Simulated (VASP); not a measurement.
Wanted: the native input for a VASP 6.6.1 run.

| Property | Result |
| --- | --- |
| Task | single point |
| Functional | PBE |
| Potentials or basis | VASP PAW PBE potentials, release 64 (W_sv, S) |
| Cutoff | 500 eV |
| k mesh | 12 × 12 × 2 |
| Occupations | fermi-dirac, width 0.02 eV |
| Spin | no spin polarisation |
| Dipole correction | no |
| Further INCAR settings | ALGO = Normal; EDIFF = 1e-06; NBANDS = 35 |

The structure of WS2 lies in POSCAR:

```
WS2
1.0
    3.1699462934      0.0000000000      0.0000000000
   -1.5849731467      2.7452540187      0.0000000000
    0.0000000000      0.0000000000     12.7408919635
W S
2 4
Direct
    0.3333333333      0.6666666667      0.2500000000
    0.6666666667      0.3333333333      0.7500000000
    0.6666666667      0.3333333333      0.3727860666
    0.6666666667      0.3333333333      0.1272139334
    0.3333333333      0.6666666667      0.8727860666
    0.3333333333      0.6666666667      0.6272139334
```

This cell differs from its parent crystal: uniaxial z strain +2.0%.

The input as run:

INCAR

```
SYSTEM = WS2
  PREC = Accurate
  ENCUT = 500
  EDIFF = 1E-6
  ISMEAR = -1
  SIGMA = 0.02
  LREAL = .FALSE.
  LASPH = .TRUE.
  NELM = 120
  ALGO = Normal
  ISIF = 2
  LWAVE = .FALSE.
  LCHARG = .FALSE.
  GGA = PE
  NBANDS = 35
  GGA_COMPAT = .FALSE.
```

KPOINTS

```
regular mesh
0
G
  12 12 2
  0 0 0
```

Potentials or basis: VASP PAW PBE potentials, release 64 (W_sv, S).

Launch:

```sh
$ cat potpaw_PBE.64/W_sv/POTCAR potpaw_PBE.64/S/POTCAR > POTCAR
$ mpirun -np 1 vasp_std > vasp.out
```

Results of the run:

```
Pressure               : 2.8 GPa
Largest force          : 0.195 eV/Å
Band gap on the k mesh : 1.16 eV, indirect (least direct gap 1.79 eV)
```

Caveat: the cell differs from its parent crystal (uniaxial z strain +2.0%); spin-orbit coupling is left out, which moves the levels of the heavy elements; this functional lacks dispersion, which binds the layers, so the pressure and a relaxed spacing across them are unreliable.

Run time: 56 s on 1 thread of Intel(R) Xeon(R) 6975P-C (Granite Rapids), on a shared host, peak memory 0.28 GiB.
